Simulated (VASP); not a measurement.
# SiC (R3m) in VASP: a series of runs

SiC is run at these levels: PBEsol; tasks: single point.

Program: VASP 6.6.1. These are calculated values, not measurements. Logs are shortened: lines on timing, memory, paths and dates and some standing lists are left out, and cuts for length are marked.

### 1 The cell of the first run

Symmetry: R3m, No. 160, trigonal system. Conventional cell: a = 2.926 Å, b = 2.926 Å, c = 7.612 Å, α = 90.00°, β = 90.00°, γ = 120.00°. Within 2.4 Å of Si (site symmetry 3m) lie 4 C at 1.80 to 1.90 Å. C (site symmetry 3m) has 4 Si at 1.80 to 1.90 Å within 2.4 Å.

### 2 Single point, PBEsol

The input, INCAR:

```
SYSTEM = SiC
  ALGO = Normal
  EDIFF = 1E-6
  ENCUT = 520
  GGA = PS
  ISIF = 2
  ISMEAR = 0
  LASPH = .TRUE.
  LCHARG = .TRUE.
  LELF = .TRUE.
  LREAL = .FALSE.
  LVHAR = .TRUE.
  LWAVE = .FALSE.
  NBANDS = 11
  NELM = 100
  PREC = Accurate
  SIGMA = 0.05
```

The input, KPOINTS:

```
k-points
0
G
  12 12 12
  0 0 0
```

The input, POSCAR:

```
SiC
1.0
    0.0000000000      2.0690717086      2.0690717086
    2.0690717086      0.0000000000      2.0690717086
    2.1545933392      2.1545933392     -0.0855216306
Si C
1 1
Direct
    0.0000000000      0.0000000000      0.0000000000
    0.7500000000      0.7500000000      0.7500000000
```

Potentials or basis: VASP PAW PBE potentials, release 64 (Si, C).

Command:

```
$ cat potpaw_PBE.64/Si/POTCAR potpaw_PBE.64/C/POTCAR > POTCAR
$ mpirun -np 1 vasp_std > vasp.out
```

OUTCAR:

```text
SYSTEM = SiC
   EDIFF = 1E-6
   ENCUT = 520
   GGA = PS
   ISIF = 2
   ISMEAR = 0
   LASPH = .TRUE.
   LREAL = .FALSE.
   NELM = 100
   PREC = Accurate

 ion  position               nearest neighbor table
   1  0.000  0.000  0.000-   2 1.80   2 1.80   2 1.80   2 1.90
   2  0.750  0.750  0.750-   1 1.80   1 1.80   1 1.80   1 1.90

  LATTYP: Found a trigonal (rhomboedric) cell.
 ALAT       =     3.0482550523
 COS(alpha) =     0.5392678905

  Lattice vectors:

 A1 = (   2.1545933392,   0.0855216306,  -2.1545933392)
 A2 = (   0.0855216306,   2.1545933392,  -2.1545933392)
 A3 = (   2.1545933392,   2.1545933392,  -0.0855216306)

Analysis of symmetry for initial positions (statically):
=====================================================================
 Subroutine PRICEL returns:
 Original cell was already a primitive cell.

 Routine SETGRP: Setting up the symmetry group for a
 trigonal (rhombohedral) supercell.

 Subroutine GETGRP returns: Found  6 space group operations
 (whereof  6 operations were pure point group operations)
 out of a pool of 12 trial point group operations.

The static configuration has the point symmetry C_3v.

Analysis of symmetry for dynamics (positions and initial velocities):
=====================================================================
 Subroutine PRICEL returns:
 Original cell was already a primitive cell.

 Routine SETGRP: Setting up the symmetry group for a
 trigonal (rhombohedral) supercell.

 Subroutine GETGRP returns: Found  6 space group operations
 (whereof  6 operations were pure point group operations)
 out of a pool of 12 trial point group operations.

The dynamic configuration has the point symmetry C_3v.

 Subroutine INISYM returns: Found  6 space group operations
 (whereof  6 operations are pure point group operations),
 and found     1 'primitive' translations

----------------------------------------------------------------------------------------

                                     Primitive cell

  volume of cell :      18.8140

  direct lattice vectors                    reciprocal lattice vectors
     0.000000000  2.069071709  2.069071709    -0.236951638  0.246356889  0.236951638
     2.069071709  0.000000000  2.069071709     0.246356889 -0.236951638  0.236951638
     2.154593339  2.154593339 -0.085521631     0.227546388  0.227546388 -0.227546388

  length of vectors
     2.926109272  2.926109272  3.048255052     0.415913302  0.415913302  0.394121904

[... 83 lines left out ...]
   NSW    =      0    number of steps for IOM
   IBRION =     -1    ionic relax: 0-MD 1-quasi-New 2-CG
   NFREE  =      0    steps in history (QN), initial steepest desc. (CG)
   ISIF   =      2    stress and relaxation
   ISYM   =      2    0-nonsym 1-usesym 2-fastsym
   POTIM  = 0.5000    time-step for ionic-motion
   TEBEG  =    0.0;   TEEND  =   0.0 temperature during run
   PSTRESS=    0.0 pullay stress
   NELECT =       8.0000    total number of electrons
   NUPDOWN=      -1.0000    fix difference up-down
   EMIN   =  10.00;   EMAX   =-10.00  energy-range for DOS
   EFERMI =   0.00;   METHOD = LEGACY
   ISMEAR =     0;   SIGMA  =   0.05  broadening in eV -4-tet -1-fermi 0-gaus
   EFERMI_NEDOS =   21; number of points for ismear=-14 and -15
   IALGO  =     38    algorithm
   IMIX   =      4    mixing-type and parameters
     AMIX     =   0.40;   BMIX     =  1.00
     AMIX_MAG =   1.60;   BMIX_MAG =  1.00
  volume/ion in A,a.u.               =       9.41        63.48
  Fermi-wavevector in a.u.,A,eV,Ry     =   1.231056  2.326358 20.619611  1.515499
  Thomas-Fermi vector in A             =   2.365880
   LORBIT       =      0    0 simple, 1 ext, 2 COOP (PROOUT), +10 PAW based schemes
   GGA     = PS    functional components
   LHFCALC =     F    Hartree Fock is set to
   AEXX    =    0.0000 exact exchange contribution
   IVDW    =     0    specifies the selected vdW correction
   LEPSILON=     F    determine dielectric tensor
   LRPA    =     F    only Hartree local field effects (RPA)
 non-spin polarized calculation
 Gauss-broadening in eV      SIGMA  =   0.05
  energy-cutoff  :      520.00
  volume of cell :       18.81
 maximum number of plane-waves:       537
 NGX is ok and might be reduce to    24

 number of electron       8.0000000 magnetization

 Free energy of the ion-electron system (eV)
  ---------------------------------------------------
  ext. energy  EPLUGINS =         0.00000000
  ---------------------------------------------------
  free energy    TOTEN  =       -15.67858757 eV

  energy without entropy =      -15.67858757  energy(sigma->0) =      -15.67858757

 E-fermi :   9.6280     XC(G=0): -11.9180

 val. band max:        9.3177705609   @ k =   0.0000   0.0000   0.0000
 cond. band min:      10.2425814486   @ k =   0.5000   0.5000   0.0000
 fundamental gap:      0.9248108878
 Fermi energy:         9.6279565942

 k-point     1 :       0.0000    0.0000    0.0000
  band No.  band energies     occupation
      1      -7.0420      2.00000
      2       8.8285      2.00000
      3       9.3178      2.00000
      4       9.3178      2.00000
      5      15.0926      0.00000
      6      17.5224      0.00000
      7      17.6187      0.00000
      8      17.6187      0.00000
      9      24.2324      0.00000
     10      24.2324      0.00000
     11      26.5471      0.00000
[... 309 lines left out ...]
 k-point    24 :      -0.4167    0.1667   -0.0000
  band No.  band energies     occupation
      1      -2.5453      2.00000
      2       0.6511      2.00000
      3       5.9055      2.00000
      4       7.4075      2.00000
      5      14.2189      0.00000
      6      17.0329      0.00000
      7      18.0708      0.00000
      8      21.2532      0.00000
      9      24.6948      0.00000
     10      25.5641      0.00000
     11      28.5415      0.00000

 [... further k-points ...]
[... 5 lines left out ...]
  --------------------------------------------------------------------------------------
  -------------------------------------------------------------------------------------
  Total        3.1460343      3.1460343      3.1460343     -1.5804447      1.5804447      1.5804447
  in kB      267.9124489    267.9124489    267.9124489   -134.5887478    134.5887478    134.5887478
  external PRESSURE =     267.9124489 kB  Pullay stress =       0.0000000 kB

 VOLUME and BASIS-vectors are now :
 -----------------------------------------------------------------------------
  energy-cutoff  :      520.00
  volume of cell :       18.81
      direct lattice vectors                 reciprocal lattice vectors
     0.000000000  2.069071709  2.069071709    -0.236951638  0.246356889  0.236951638
     2.069071709  0.000000000  2.069071709     0.246356889 -0.236951638  0.236951638
     2.154593339  2.154593339 -0.085521631     0.227546388  0.227546388 -0.227546388

 POSITION                                       TOTAL-FORCE (eV/Angst)
 -----------------------------------------------------------------------------------
      0.00000      0.00000      0.00000         0.455990      0.455990     -0.455990
      3.16775      3.16775      3.03947        -0.455990     -0.455990      0.455990
 -----------------------------------------------------------------------------------
    total drift:                                0.000002      0.000002     -0.000002

  FREE ENERGIE OF THE ION-ELECTRON SYSTEM (eV)
  ---------------------------------------------------
  free  energy   TOTEN  =       -15.6785875724 eV

  energy  without entropy=      -15.6785875724  energy(sigma->0) =      -15.67858757
```

OSZICAR:

```text
N       E                     dE             d eps       ncg     rms          rms(c)
DAV:   1     0.241324338170E+01    0.24132E+01   -0.40801E+03  4366   0.619E+02
DAV:   2    -0.172429520693E+02   -0.19656E+02   -0.18761E+02  5167   0.111E+02
DAV:   3    -0.177948984586E+02   -0.55195E+00   -0.55087E+00  5061   0.153E+01
DAV:   4    -0.177967386500E+02   -0.18402E-02   -0.18401E-02  4764   0.113E+00
DAV:   5    -0.177967456717E+02   -0.70218E-05   -0.70215E-05  5100   0.646E-02    0.989E+00
DAV:   6    -0.157951319712E+02    0.20016E+01   -0.63636E+00  4704   0.117E+01    0.451E+00
DAV:   7    -0.156938398451E+02    0.10129E+00   -0.51500E-01  5061   0.401E+00    0.196E+00
DAV:   8    -0.156787695670E+02    0.15070E-01   -0.24875E-02  4704   0.101E+00    0.177E-01
DAV:   9    -0.156785579979E+02    0.21157E-03   -0.18090E-03  5011   0.243E-01    0.114E-01
DAV:  10    -0.156785859369E+02   -0.27939E-04   -0.12258E-04  4626   0.736E-02    0.304E-02
DAV:  11    -0.156785876658E+02   -0.17289E-05   -0.80464E-06  4988   0.193E-02    0.111E-02
DAV:  12    -0.156785875724E+02    0.93417E-07   -0.10759E-06  2679   0.656E-03
   1 F= -.15678588E+02 E0= -.15678588E+02  d E =-.630279E-21
```

It took 14 s on 1 thread of Intel Xeon 6975P-C, shared host; peak memory 0.16 GiB.

What came out:

- Free energy: -15.6786 eV
- Pressure: 26.8 GPa
- Largest force: 0.790 eV/Å
- Band gap on the k mesh: 0.92 eV, indirect (least direct gap 4.13 eV)

Forces in eV/Å, atoms in the order of the input:
```
Si   0.456  0.456 -0.456
C   -0.456 -0.456  0.456
```

Caveat: the PAW data sets were made with another functional, which shifts forces and pressure a little. A k mesh can miss the band edges.

### 3 Single point, PBEsol

The input, INCAR:

```
  ALGO = Normal
  EDIFF = 1E-6
  ENCUT = 520
  GGA = PS
  ISIF = 2
  ISMEAR = 0
  LASPH = T
  LCHARG = F
  LREAL = F
  LWAVE = F
  NBANDS = 11
  NELM = 100
  PREC = Accurate
  SIGMA = 0.05
```

The input, KPOINTS:

```
k-points
0
Gamma
  12 12 12
```

The input, POSCAR:

```
SiC
1.0
    0.0000000000      2.0969525739      2.0969525739
    2.0969525739      0.0000000000      2.0969525739
    2.1251915352      2.1251915352     -0.0282389613
Si C
1 1
Direct
    0.0000000000      0.0000000000      0.0000000000
    0.7500000000      0.7500000000      0.7500000000
```

Potentials or basis: VASP PAW PBE potentials, release 64 (Si, C).

Command:

```
$ cat potpaw_PBE.64/Si/POTCAR potpaw_PBE.64/C/POTCAR > POTCAR
$ mpirun -np 1 vasp_std > vasp.out
```

It took 12 s on 1 thread of Intel Xeon 6975P-C, shared host; peak memory 0.16 GiB.

The run converged. Its results:

* Free energy: -15.7643 eV
* Pressure: 25.7 GPa
* Largest force: 0.305 eV/Å
* Band gap on the k mesh: 1.09 eV, indirect (least direct gap 4.41 eV)

Forces in eV/Å, atoms in the order of the input:
```
Si   0.176  0.176 -0.176
C   -0.176 -0.176  0.176
```

Stress tensor (GPa, compression positive):
```
25.66 -4.61  4.61
-4.61 25.66  4.61
 4.61  4.61 25.66
```

Levels at points of the mesh, in eV from the valence-band top:
```tsv
k point	band 2	band 3	band 4	band 5	band 6	band 7
(0.00, 0.00, 0.00)	-0.15	0.00	0.00	6.98	7.83	8.05
(0.50, 0.00, 0.00)	-9.18	-1.18	-1.15	6.09	7.28	7.58
(0.50, 0.50, 0.00)	-8.20	-3.55	-3.33	1.09	4.50	15.00
(0.00, 0.00, 0.50)	-9.24	-1.00	-1.00	6.51	7.67	7.67
```

Caveat: the PAW data sets were made with another functional, which shifts forces and pressure a little. As with any semilocal functional, this PBEsol gap is likely too small.

### 4 Single point, PBEsol

This run uses another cell than the first one, of the same volume but with other edges.

The input, INCAR:

```
PREC = Accurate ; ENCUT = 520
EDIFF = 1E-6 ; ISMEAR = 0
SIGMA = 0.05 ; LREAL = F
LASPH = T ; NELM = 60
ALGO = Normal ; ISIF = 2
LWAVE = F ; LCHARG = T
GGA = PS ; LELF = T
LVHAR = T ; NBANDS = 11
```

The input, KPOINTS:

```
regular mesh
0
Gamma
  12 12 12
```

The input, POSCAR:

```
SiC
1.0
    0.0000000000      2.1537480540      2.1537480540
    2.1537480540      0.0000000000      2.1537480540
    2.0698954631      2.0698954631      0.0838525909
Si C
1 1
Direct
    0.0000000000      0.0000000000      0.0000000000
    0.7500000000      0.7500000000      0.7500000000
```

Command:

```
$ cat potpaw_PBE.64/Si/POTCAR potpaw_PBE.64/C/POTCAR > POTCAR
$ mpirun -np 1 vasp_std > vasp.out
```

It took 16 s on 1 thread of Intel Xeon 6975P-C, shared host; peak memory 0.16 GiB.

It converged, with:

| Item | Value |
| --- | --- |
| Free energy | -15.6721 eV |
| Pressure | 26.9 GPa |
| Largest force | 1.219 eV/Å |
| Band gap on the k mesh | 0.84 eV, indirect (least direct gap 4.08 eV) |

Forces on the atoms (eV/Å):
```
Si  -0.704 -0.704  0.704
C    0.704  0.704 -0.704
```

Stress tensor (GPa, compression positive):
```
 26.89  14.82 -14.82
 14.82  26.89 -14.82
-14.82 -14.82  26.89
```

Levels at points of the mesh, in eV from the valence-band top:
```
           k point  band 1  band 2  band 3  band 4  band 5  band 6  band 7  band 8
(0.00, 0.00, 0.00)  -16.44   -0.37   -0.37    0.00    6.46    7.20    7.20    9.39
(0.50, 0.00, 0.00)  -12.63   -9.43   -1.22   -1.13    6.22    7.03    8.04   10.38
(0.50, 0.50, 0.00)  -10.91   -8.38   -3.98   -3.24    0.84    4.41   14.43   14.81
(0.00, 0.00, 0.50)  -11.96   -9.21   -1.69   -1.69    5.12    6.73    6.73    9.81
```

Caveat: the PAW data sets were made with another functional, which shifts forces and pressure a little. A k mesh can miss the band edges.

### 5 The runs side by side

```csv
cell,gap on the mesh (eV),pressure (GPa),largest force (eV/Å)
"a = 2.926, b = 2.926, c = 3.048 Å, angles 61.3, 61.3, 60.0°, 2 atoms",0.92,26.8,0.79
"a = 2.966, b = 2.966, c = 3.006 Å, angles 60.4, 60.4, 60.0°, 2 atoms",1.09,25.7,0.30
"a = 3.046, b = 3.046, c = 2.928 Å, angles 58.7, 58.7, 60.0°, 2 atoms",0.84,26.9,1.22
```

Alike in all rows: task single point; level PBEsol; potentials or basis VASP PAW PBE potentials, release 64 (Si, C); no spin polarisation; k mesh 12 × 12 × 12; cutoff (eV) 520; smearing gaussian 0.05 eV.

Caveats: the PAW data sets were made with another functional, which shifts forces and pressure a little.

Total energies depend on the potentials used, so only differences within one code and one set of settings carry meaning.
